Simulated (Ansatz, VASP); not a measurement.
**Ca in VASP and in Ansatz**

The input INCAR:

```
PREC = Accurate ; ENCUT = 520
EDIFF = 1E-6 ; ISMEAR = 1
SIGMA = 0.2 ; LREAL = False
LASPH = True ; NELM = 100
ALGO = Normal ; ISIF = 2
LWAVE = False ; LCHARG = False
GGA = PE ; NBANDS = 11
```

File KPOINTS:

```
regular mesh
0
Gamma
  10 10 10
```

POSCAR

```
Ca
1.0
   -2.2400000000      2.2400000000      2.2400000000
    2.2400000000     -2.2400000000      2.2400000000
    2.2400000000      2.2400000000     -2.2400000000
Ca
1
Direct
    0.0000000000      0.0000000000      0.0000000000
```

Input for Ansatz:

```yaml
crystal:
  lattice:
    - [-2.24, 2.24, 2.24]
    - [2.24, -2.24, 2.24]
    - [2.24, 2.24, -2.24]
  atoms:
    - { symbol: Ca, position: [0.0, 0.0, 0.0] }
kpoints:
  mp_grid: { grid: [10, 10, 10] }
scf:
  occupations: { method: methfessel_paxton, width: 0.2 }
hamiltonian:
  xc: pbe
  pseudopotentials: { kind: all_electron, lapw: { basis_error: 0.00025 } }
output:
  forces: true
  stress: true
  eigenvalues: true
```

Alike in both runs: task single point; functional PBE; k mesh 10 × 10 × 10; occupations methfessel-paxton of order 1, width 0.2 eV; no spin polarisation.

|  | VASP | Ansatz |
| --- | --- | --- |
| version | VASP 6.6.1 | Ansatz 0.2.0 |
| potentials or method | VASP PAW PBE potentials, release 64 (Ca_sv), cutoff 520 eV | all-electron LAPW, scalar-relativistic |

```tsv
	VASP	Ansatz	Ansatz less VASP
pressure (GPa)	-1.0	-1.0	-0.02
```

Ansatz ran all-electron here, and VASP with PAW potentials.
